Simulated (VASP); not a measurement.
Set up this calculation in VASP 6.6.1, as the native input.

```yaml
Task: single point
Functional: PBE
Potentials_or_basis: VASP PAW PBE potentials, release 64 (Li_sv, S)
Cutoff: 520 eV
k_mesh: 1 × 1 × 4
Occupations: gaussian, width 0.05 eV
Spin: no spin polarisation
Dipole_correction: no
Further_INCAR_settings: ALGO = Fast; EDIFF = 1e-07; NBANDS = 28
```

The structure of Li2S lies in POSCAR:

```
Li2S
1.0
   11.3000000000      0.0000000000      0.0000000000
    0.0000000000     11.3000000000      0.0000000000
    0.0000000000      0.0000000000     11.3926980055
Li S
6 3
Direct
    0.6092880537      0.5305605112      0.5004735970
    0.4437123661      0.6234077811      0.8340825536
    0.5554002266      0.4352739977      0.8325527752
    0.5562876339      0.6234077811      0.1659174464
    0.4445997734      0.4352739977      0.1674472248
    0.3907119463      0.5305605112      0.4995264030
    0.4993798160      0.5304814716      0.6666459896
    0.5006201840      0.5304814716      0.3333540104
    0.5000000000      0.5283284302      0.0000000000
```

The input as run:

INCAR

```
SYSTEM = Li2S
PREC = Accurate
ENCUT = 520
EDIFF = 1E-7
ISMEAR = 0
SIGMA = 0.05
LREAL = .FALSE.
LASPH = .TRUE.
NELM = 100
ALGO = Fast
ISIF = 2
LWAVE = .FALSE.
LCHARG = .FALSE.
GGA = PE
NBANDS = 28
```

KPOINTS

```
Automatic mesh
0
G
  1 1 4
  0 0 0
```

Potentials or basis: VASP PAW PBE potentials, release 64 (Li_sv, S).

The run is started by

```console
$ cat potpaw_PBE.64/Li_sv/POTCAR potpaw_PBE.64/S/POTCAR > POTCAR
$ mpirun -np 1 vasp_std > vasp.out
```

Results of the run:

```
Largest force          : 0.020 eV/Å
Band gap on the k mesh : 2.94 eV
```

It took 11 min on 1 thread of Intel(R) Xeon(R) Platinum 8259CL CPU @ 2.50GHz (Skylake/Cascade Lake), on a shared host, peak memory 1.2 GiB.
